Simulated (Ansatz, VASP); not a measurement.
Mo: VASP beside Ansatz

INCAR

```
SYSTEM = Mo
PREC = Accurate
ENCUT = 520
EDIFF = 1E-6
ISMEAR = 0
SIGMA = 0.15
LREAL = .FALSE.
LASPH = .TRUE.
NELM = 60
ALGO = Fast
ISIF = 2
LWAVE = .FALSE.
LCHARG = .FALSE.
GGA = PE
NBANDS = 13
```

File KPOINTS:

```
regular mesh
0
G
  22 22 22
  0 0 0
```

Contents of POSCAR:

```
Mo
1.0
   -1.6966800000      1.6966800000      1.4453200000
    1.6966800000     -1.6966800000      1.4453200000
    1.6966800000      1.6966800000     -1.4453200000
Mo
1
Direct
    0.0000000000      0.0000000000      0.0000000000
```

Input for Ansatz:

```yaml
crystal:
  lattice:
    - [-1.69668, 1.69668, 1.44532]
    - [1.69668, -1.69668, 1.44532]
    - [1.69668, 1.69668, -1.44532]
  atoms:
    - { symbol: Mo, position: [0.0, 0.0, 0.0] }
basis:
  ecutwfc: 420
kpoints:
  mp_grid: { grid: [22, 22, 22] }
hamiltonian:
  xc: pbe
scf:
  occupations: { method: gaussian, width: 0.15 }
output:
  forces: true
  stress: true
  eigenvalues: true
  write_density: true
  write_potential: true
  elf: true
  volumetric_format: npy
```

Change from the starting cell: strain +0.080 along x and y, -0.080 along z, atoms carried along.

Alike in both runs: task single point; functional PBE; k mesh 22 × 22 × 22; occupations gaussian, width 0.15 eV; no spin polarisation.

```csv
,VASP,Ansatz
version,VASP 6.6.1,Ansatz 0.2.0
potentials or method,"VASP PAW PBE potentials, release 64 (Mo_sv), cutoff 520 eV","scalar-relativistic, plane waves, PAW"
valence electrons in the cell,14,14
```

VASP gave:

| Quantity | Value |
| --- | --- |
| gap on the k mesh at the Fermi level (eV) | none |
| pressure (GPa) | -8.9 |
| traceless stress, the component that is largest in VASP (GPa) | 20.25 |

Question: What did Ansatz give for the same quantities?

Answer: gap on the k mesh at the Fermi level (eV): none; pressure (GPa): -9.3; traceless stress, the component that is largest in VASP (GPa): 20.24.

A gap of «none» marks a metal or a gap that the smearing closes.
